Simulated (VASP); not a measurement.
# Re (Fd-3m) in VASP: notebook, part 2 of 2

VASP 6.6.1. The steps go on from the part before.

## (3) Single point, r2SCAN

This run uses another cell than the first one, of 19.58 Å³/atom, 0.927 times its volume.

POSCAR

```
Re
1.0
    0.0000000000      2.6952656467      2.6952656467
    2.6952656467      0.0000000000      2.6952656467
    2.6952656467      2.6952656467      0.0000000000
Re
2
Direct
    0.0000000000      0.0000000000      0.0000000000
    0.2500000000      0.2500000000      0.2500000000
```

INCAR.step1

```
SYSTEM = Re
  PREC = Accurate
  ENCUT = 550
  ISMEAR = -1
  SIGMA = 0.05
  LREAL = .False.
  LASPH = .True.
  NELM = 120
  NBANDS = 22
  GGA = PE
  ALGO = Normal
  EDIFF = 1E-5
  LWAVE = .True.
  LCHARG = .False.
  GGA_COMPAT = .False.
```

INCAR.step2

```
SYSTEM = Re
  PREC = Accurate
  ENCUT = 550
  EDIFF = 1E-6
  ISMEAR = -1
  SIGMA = 0.05
  LREAL = .False.
  LASPH = .True.
  NELM = 120
  ALGO = Normal
  ISIF = 2
  LWAVE = .False.
  LCHARG = .False.
  METAGGA = R2SCAN
  LMIXTAU = .True.
  NBANDS = 22
  ISTART = 1
  GGA_COMPAT = .False.
```

KPOINTS

```
regular mesh
0
Gamma
  6 6 6
  0 0 0
```

Potentials or basis: VASP PAW PBE potentials, release 64 (Re_sv_GW).

Started as:

```console
cat potpaw_PBE.64/Re_sv_GW/POTCAR > POTCAR
cp INCAR.step1 INCAR
mpirun -np 1 vasp_std > vasp.out
cp INCAR.step2 INCAR
mpirun -np 1 vasp_std > vasp.out
```

Run time: 48 s. Hardware: 1 thread of Intel Xeon 6975P-C (Granite Rapids), shared host; peak memory 0.17 GiB.

The run converged. Its results:

```yaml
Free_energy: -104.4679 eV
Pressure: 28.8 GPa
Band_gap_on_the_k_mesh: zero (band 15 reaches 9.24 eV, above the bottom of band 16 at 7.88 eV)
```

Levels at points of the mesh, in eV from the Fermi level:
```tsv
k point	band 11	band 12	band 13	band 14	band 15	band 16	band 17	band 18	band 19	band 20
(0.00, 0.00, 0.00)	-3.81	-2.70	-2.70	-2.70	0.83	0.83	0.83	5.22	5.22	12.50
(0.50, 0.00, 0.00)	-3.43	-3.43	-3.05	-3.05	-0.86	2.14	2.14	4.06	4.06	4.90
(0.50, 0.50, 0.00)	-3.00	-3.00	-1.89	-1.89	-0.13	-0.13	4.50	4.50	5.31	5.31
```

Caveat: the PAW data sets were made with another functional, which shifts forces and pressure a little; spin-orbit coupling is left out, which moves the levels of the heavy elements.

## (4) Single point, r2SCAN

This run uses another cell than the first one, of 20.28 Å³/atom, 0.960 times its volume.

POSCAR

```
Re
1.0
    0.0000000000      2.7270741035      2.7270741035
    2.7270741035      0.0000000000      2.7270741035
    2.7270741035      2.7270741035      0.0000000000
Re
2
Direct
    0.0000000000      0.0000000000      0.0000000000
    0.2500000000      0.2500000000      0.2500000000
```

INCAR.step1

```
SYSTEM = Re
PREC     = Accurate       ! precision mode
ENCUT    = 550            ! plane-wave cutoff, eV
ISMEAR   = -1             ! smearing method
SIGMA    = 0.05           ! smearing width, eV
LREAL    = .False.        ! projectors in reciprocal space
LASPH    = .True.         ! aspherical terms in the spheres
NELM     = 120            ! most SCF steps
NBANDS   = 22             ! bands
GGA      = PE             ! functional
ALGO     = Normal         ! electronic algorithm
EDIFF    = 1E-5           ! SCF threshold, eV
LWAVE    = .True.         ! write WAVECAR
LCHARG   = .False.        ! write CHGCAR
GGA_COMPAT= .False.
```

INCAR.step2

```
SYSTEM = Re
PREC     = Accurate       ! precision mode
ENCUT    = 550            ! plane-wave cutoff, eV
EDIFF    = 1E-6           ! SCF threshold, eV
ISMEAR   = -1             ! smearing method
SIGMA    = 0.05           ! smearing width, eV
LREAL    = .False.        ! projectors in reciprocal space
LASPH    = .True.         ! aspherical terms in the spheres
NELM     = 120            ! most SCF steps
ALGO     = Normal         ! electronic algorithm
ISIF     = 2              ! what is computed and relaxed
LWAVE    = .False.        ! write WAVECAR
LCHARG   = .False.        ! write CHGCAR
METAGGA  = R2SCAN         ! meta-GGA
LMIXTAU  = .True.       
NBANDS   = 22             ! bands
ISTART   = 1            
GGA_COMPAT= .False.
```

KPOINTS

```
Automatic mesh
0
Gamma
  6 6 6
  0 0 0
```

Potentials or basis: VASP PAW PBE potentials, release 64 (Re_sv_GW).

Started as:

```console
cat potpaw_PBE.64/Re_sv_GW/POTCAR > POTCAR
cp INCAR.step1 INCAR
mpirun -np 1 vasp_std > vasp.out
cp INCAR.step2 INCAR
mpirun -np 1 vasp_std > vasp.out
```

OUTCAR:

```text
SYSTEM = Re
   PREC = Accurate
   ENCUT = 550
   EDIFF = 1E-6
   ISMEAR = -1
   LREAL = .False.
   LASPH = .True.
   NELM = 120
   ISIF = 2
   METAGGA = R2SCAN
   ISTART = 1

 ion  position               nearest neighbor table
   1  0.000  0.000  0.000-   2 2.36   2 2.36   2 2.36   2 2.36
   2  0.250  0.250  0.250-   1 2.36   1 2.36   1 2.36   1 2.36

  LATTYP: Found a face centered cubic cell.
 ALAT       =     5.4541482070

  Lattice vectors:

[... 577 lines left out ...]

------------------------ aborting loop because EDIFF is reached ----------------------------------------

  FORCE on cell =-STRESS in cart. coord.  units (eV):
  Direction    XX          YY          ZZ          XY          YZ          ZX
  --------------------------------------------------------------------------------------
  -------------------------------------------------------------------------------------
  Total        4.7560048      4.7560048      4.7560048      0.0000000     -0.0000000      0.0000000
  in kB      187.8590222    187.8590222    187.8590222      0.0000000     -0.0000000      0.0000000
  external PRESSURE =     187.8590222 kB  Pullay stress =       0.0000000 kB

 VOLUME and BASIS-vectors are now :
 -----------------------------------------------------------------------------
  energy-cutoff  :      550.00
  volume of cell :       40.56
      direct lattice vectors                 reciprocal lattice vectors
     0.000000000  2.727074104  2.727074104    -0.183346686  0.183346686  0.183346686
     2.727074104  0.000000000  2.727074104     0.183346686 -0.183346686  0.183346686
     2.727074104  2.727074104  0.000000000     0.183346686  0.183346686 -0.183346686

 POSITION                                       TOTAL-FORCE (eV/Angst)
 -----------------------------------------------------------------------------------
      0.00000      0.00000      0.00000        -0.000000     -0.000000     -0.000000
      1.36354      1.36354      1.36354         0.000000      0.000000      0.000000
 -----------------------------------------------------------------------------------
    total drift:                                0.000000     -0.000000      0.000000

  FREE ENERGIE OF THE ION-ELECTRON SYSTEM (eV)
  ---------------------------------------------------
  free  energy   TOTEN  =      -104.6862217333 eV

  energy  without entropy=     -104.6709139419  energy(sigma->0) =     -104.67856784
```

It took 1.7 min on 1 thread of Intel Xeon Platinum 8259CL at 2.50GHz (Skylake/Cascade Lake), shared host; peak memory 0.17 GiB.

What came out:

| Property | Result |
| --- | --- |
| Free energy | -104.6862 eV |
| Pressure | 18.8 GPa |
| Band gap on the k mesh | zero (band 15 reaches 8.75 eV, above the bottom of band 16 at 7.46 eV) |

Levels at points of the mesh, in eV from the Fermi level:
| k point | band 13 | band 14 | band 15 | band 16 | band 17 | band 18 |
| --- | --- | --- | --- | --- | --- | --- |
| (0.00, 0.00, 0.00) | -2.61 | -2.61 | 0.81 | 0.81 | 0.81 | 5.00 |
| (0.50, 0.00, 0.00) | -2.92 | -2.92 | -0.88 | 2.06 | 2.06 | 3.91 |
| (0.50, 0.50, 0.00) | -1.93 | -1.93 | -0.07 | -0.07 | 4.34 | 4.34 |

Caveat: the PAW data sets were made with another functional, which shifts forces and pressure a little; spin-orbit coupling is left out, which moves the levels of the heavy elements.

## (5) Summary

```tsv
cell	gap on the mesh (eV)	pressure (GPa)
a = 3.909 Å, angles 60.0°, 2 atoms	none	8.8
a = 3.812 Å, angles 60.0°, 2 atoms	none	28.8
a = 3.857 Å, angles 60.0°, 2 atoms	none	18.8
```

Alike in all rows: task single point; level r2SCAN; potentials or basis VASP PAW PBE potentials, release 64 (Re_sv_GW); no spin polarisation; k mesh 6 × 6 × 6; cutoff (eV) 550; smearing fermi-dirac 0.05 eV.

Caveats: the PAW data sets were made with another functional, which shifts forces and pressure a little; spin-orbit coupling is left out, which moves the levels of the heavy elements.

Absolute energies hang on the potentials; compare differences alone.
